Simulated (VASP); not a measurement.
Crystal: SiC.

```xyz
2
Lattice="2.1790 2.1790 0.0000 -2.1790 2.1790 0.0000 0.0000 2.1790 2.1790" Properties=species:S:1:pos:R:3 pbc="T T T"
Si    0.0000    0.0000    0.0000
C     1.0895    3.2685    1.0895
```

| Item | Value |
| --- | --- |
| Program | VASP 6.6.1 |
| Task | relaxation of cell and atoms |
| Functional | LDA |
| Potentials or basis | VASP PAW LDA potentials, release 64 (Si, C) |
| Cutoff | 600 eV |
| k mesh | 14 × 14 × 14 |
| Occupations | fermi-dirac, width 0.08 eV |
| Spin | no spin polarisation |

At the start: pressure -4.2 GPa; volume 10.35 Å³/atom.

Question: Where does the relaxation end?

Answer: Over 3 steps the energy falls by 2.6 meV/atom and the volume is 10.15 Å³/atom (-1.9 %); space group F-43m (No. 216, to 0.05 Å).

Step by step:
```csv
step,energy change (eV),largest force (eV/Å),pressure (GPa),volume (Å³)
1,0.0000,0.0000,-4.18,20.69
2,0.0009,0.0000,4.83,19.89
3,-0.0052,0.0000,-0.02,20.30
```

Final structure:
```
Si C
1.0
     2.16527    2.16527    0.00000
    -2.16527    2.16527    0.00000
     0.00000    2.16527    2.16527
Si C
1 1
Direct
  0.00000 0.00000 0.00000
  0.75000 0.25000 0.50000
```
